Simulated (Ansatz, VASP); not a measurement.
ZnS: VASP beside Ansatz

The input INCAR:

```
PREC = Accurate
ENCUT = 520
EDIFF = 1E-6
ISMEAR = -1
SIGMA = 0.02
LREAL = F
LASPH = T
NELM = 100
ALGO = Normal
ISIF = 2
LWAVE = F
LCHARG = F
GGA = PE
NBANDS = 16
```

The input KPOINTS:

```
Automatic mesh
0
Gamma
  8 8 8
```

File POSCAR:

```
ZnS
1.0
    0.0000000000      2.6208066996      2.6208066996
    2.6208066996      0.0000000000      2.6208066996
    2.6208066996      2.6208066996      0.0000000000
Zn S
1 1
Direct
    0.0000000000      0.0000000000      0.0000000000
    0.2500000000      0.2500000000      0.2500000000
```

Input for Ansatz:

```yaml
crystal:
  lattice:
    - [0.0, 2.6208066996, 2.6208066996]
    - [2.6208066996, 0.0, 2.6208066996]
    - [2.6208066996, 2.6208066996, 0.0]
  atoms:
    - { symbol: Zn, position: [0.0, 0.0, 0.0] }
    - { symbol: S, position: [0.25, 0.25, 0.25] }
kpoints:
  mp_grid: { grid: [8, 8, 8] }
  band_path:
    path:
      - [0.0, 0.0, 0.0]
      - [-0.5, -0.5, 0.0]
      - [-0.375, -0.375, 0.25]
      - [-0.375, 0.0, 0.375]
      - [0.0, 0.0, 0.5]
      - [-0.5, -0.25, 0.25]
    npoints: 1
hamiltonian:
  xc: pbe
scf:
  occupations: { method: fermi_dirac, width: 0.02 }
  n_extra_bands: 4
output:
  forces: true
  stress: true
  eigenvalues: true
```

Change from the starting cell: hydrostatic strain -2.7%.

Alike in both runs: task single point; functional PBE; k mesh 8 × 8 × 8; occupations fermi-dirac, width 0.02 eV; no spin polarisation.

```csv
,VASP,Ansatz
version,VASP 6.6.1,Ansatz 0.2.0
potentials or method,"VASP PAW PBE potentials, release 64 (Zn, S)","plane waves, PAW"
plane-wave cutoff (eV),520,420
valence electrons in the cell,18,18
```

VASP gave:

| Quantity | Value |
| --- | --- |
| gap on the k mesh at the Fermi level (eV) | 2.53 |
| pressure (GPa) | 10.3 |

Question: Which values does Ansatz return?

Answer: gap on the k mesh at the Fermi level (eV): 2.51; pressure (GPa): 10.1.
